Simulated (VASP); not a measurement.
Runs of VASP 6.6.1 on Al. The structure is that of space group Im-3m (No. 229), or close to it. The cells are those of the table. This isn't the form of Al at room conditions, which is fcc.

| task | cell | gap on the mesh (eV) | pressure (GPa) |
| --- | --- | --- | --- |
| single point | a = 2.684 Å, angles 109.5°, 1 atom | none | (a) |
| single point | a = 2.783 Å, angles 109.5°, 1 atom | none | 0.1 |
| single point | a = 2.616 Å, angles 109.5°, 1 atom | none | 20.1 |
| relaxation of cell and atoms | relaxed to 5 GPa from a = 2.780 Å, angles 109.5°, 1 atom | none | 5.0 |
| relaxation of cell and atoms | relaxed to 10 GPa from a = 2.780 Å, angles 109.5°, 1 atom | none | 10.0 |

Alike in all rows: level PBEsol; potentials or basis VASP PAW PBE potentials, release 64 (Al); no spin polarisation; k mesh 20 × 20 × 20; cutoff (eV) 500; smearing fermi-dirac 0.05 eV.

Task: Fill in the values left out.

Result: (a) 10.1.

Caveats: the PAW data sets were made with another functional, which shifts forces and pressure a little; the cell stands under pressure (at least some runs); the cell is relaxed towards a set pressure, so the run minimises the enthalpy, not the energy (at least some runs).

A gap of «none» marks levels without a gap at the run's occupations.
